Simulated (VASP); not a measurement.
A run of VASP 6.6.1 is set up as follows.

INCAR

```
SYSTEM = V3Si
ALGO     = Normal         ! electronic algorithm
EDIFF    = 1E-6           ! SCF threshold, eV
ENCUT    = 500            ! plane-wave cutoff, eV
GGA      = PS             ! functional
GGA_COMPAT= .FALSE.      
ISIF     = 2              ! what is computed and relaxed
ISMEAR   = -1             ! smearing method
ISPIN    = 2              ! spin polarisation
KPAR     = 4            
LASPH    = .TRUE.         ! aspherical terms in the spheres
LCHARG   = .TRUE.         ! write CHGCAR
LMAXMIX  = 4              ! l up to which the mixer works
LORBIT   = 11             ! projections on sites
LREAL    = .FALSE.        ! projectors in reciprocal space
LVHAR    = .TRUE.       
LWAVE    = .FALSE.        ! write WAVECAR
MAGMOM   = 1.5 -1.5 1.5 -1.5 1.5 -1.5 0 0 ! initial moments
NBANDS   = 57             ! bands
NELM     = 200            ! most SCF steps
PREC     = Accurate       ! precision mode
SIGMA    = 0.1            ! smearing width, eV
```

Contents of KPOINTS:

```
k-points
0
G
  6 6 6
  0 0 0
```

The input POSCAR:

```
V3Si
1.0
    4.6500876032      0.0000000000      0.0000000000
    0.0000000000      4.6500874544      0.0000000000
    0.0000000000      0.0000000000      4.6500884925
V Si
6 2
Direct
    0.2500000688      0.0000000000      0.4999999987
    0.5000000000      0.7500000584      0.0000000050
    0.7499999312      0.0000000000      0.4999999987
    0.5000000000      0.2499999416      0.0000000050
    0.0000000000      0.5000000000      0.7500000053
    0.0000000000      0.5000000000      0.2499999883
    0.0000000000      0.0000000000      0.0000000014
    0.5000000000      0.5000000000      0.4999999975
```

Potentials or basis: VASP PAW PBE potentials, release 64 (V_sv, Si).

Command:

```bash
$ cat potpaw_PBE.64/V_sv/POTCAR potpaw_PBE.64/Si/POTCAR > POTCAR
$ mpirun -np 4 vasp_std > vasp.out
```

Estimate the pressure.

0.3 GPa.

What does it give for the band gap on the k mesh?

Zero (filled and empty bands overlap).

Estimate the net moment.

0.00 μB per cell.

Caveat: the moments typed at the start vanished in this run; the PAW data sets were made with another functional, which shifts forces and pressure a little.
